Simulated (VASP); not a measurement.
Wanted: the native input for a VASP 6.6.1 run.

```yaml
Task: single point
Functional: r2SCAN
Potentials_or_basis: VASP PAW PBE potentials, release 64 (Pt, S)
Cutoff: 520 eV
k_mesh: 12 × 12 × 6
Occupations: gaussian, width 0.01 eV
Spin: no spin polarisation
Dipole_correction: no
Further_INCAR_settings: ALGO = Normal; EDIFF = 1e-06; NBANDS = 18
```

PtS2:

```xyz
3
Lattice="3.6059 0.0000 0.0000 -1.8030 3.0767 0.0000 0.0000 0.0000 5.1227" Properties=species:S:1:pos:R:3 pbc="T T T"
Pt    0.0000    0.0000    0.0000
S     0.0000    2.0589    1.2131
S     1.8030    1.0177    3.9097
```

This cell differs from its parent crystal: uniaxial x strain +1.5%.

The input as run:

POSCAR

```
PtS2
1.0
    3.6059312036      0.0000000000      0.0000000000
   -1.8029656018      3.0766778587      0.0000000000
    0.0000000000      0.0000000000      5.1227110550
Pt S
1 2
Direct
    0.0000000000      0.0000000000      0.0000000000
    0.3346053222      0.6692106443      0.2367993083
    0.6653946778      0.3307893557      0.7632006917
```

INCAR.step1

```
SYSTEM = PtS2
  PREC = Accurate
  ENCUT = 520
  ISMEAR = 0
  SIGMA = 0.01
  LREAL = .False.
  LASPH = .True.
  NELM = 60
  NBANDS = 18
  GGA = PE
  ALGO = Normal
  EDIFF = 1E-4
  LWAVE = .True.
  LCHARG = .False.
```

INCAR.step2

```
SYSTEM = PtS2
  PREC = Accurate
  ENCUT = 520
  EDIFF = 1E-6
  ISMEAR = 0
  SIGMA = 0.01
  LREAL = .False.
  LASPH = .True.
  NELM = 60
  ALGO = Normal
  ISIF = 2
  LWAVE = .False.
  LCHARG = .True.
  METAGGA = R2SCAN
  LMIXTAU = .True.
  LELF = .True.
  LVHAR = .True.
  NBANDS = 18
  ISTART = 1
```

KPOINTS

```
Automatic mesh
0
Gamma
  12 12 6
  0 0 0
```

Potentials or basis: VASP PAW PBE potentials, release 64 (Pt, S).

The run is started by

```sh
$ cat potpaw_PBE.64/Pt/POTCAR potpaw_PBE.64/S/POTCAR > POTCAR
$ cp INCAR.step1 INCAR
$ mpirun -np 1 vasp_std > vasp.out
$ cp INCAR.step2 INCAR
$ mpirun -np 1 vasp_std > vasp.out
```

It gave:

- Pressure: -0.3 GPa
- Largest force: 0.047 eV/Å
- Band gap on the k mesh: 0.80 eV (least direct gap 1.12 eV)

Caveat: the cell differs from its parent crystal (uniaxial x strain +1.5%); the PAW data sets were made with another functional, which shifts forces and pressure a little; spin-orbit coupling is left out, which moves the levels of the heavy elements.

It took 21 min on 1 thread of Intel Xeon 8259CL, with other jobs on the host, peak memory 0.36 GiB.
